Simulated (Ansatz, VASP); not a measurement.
# Ti: VASP beside Ansatz

```
Ti
1.0
    -1.64100    1.64100    1.64100
     1.64100   -1.64100    1.64100
     1.64100    1.64100   -1.64100
Ti
1
Direct
  0.00000 0.00000 0.00000
```

Alike in both runs: task single point; functional PBE; k mesh 14 × 14 × 14; occupations fermi-dirac, width 0.28 eV; no spin polarisation.

|  | VASP | Ansatz |
| --- | --- | --- |
| version | VASP 6.6.1 | Ansatz 0.2.0 |
| potentials or method | VASP PAW PBE potentials, release 64 (Ti_sv), cutoff 520 eV | all-electron LAPW, scalar-relativistic |

|  | VASP | Ansatz | Ansatz less VASP |
| --- | --- | --- | --- |
| pressure (GPa) | -0.1 | 0.1 | +0.20 |

Ansatz ran all-electron here, and VASP with PAW potentials.
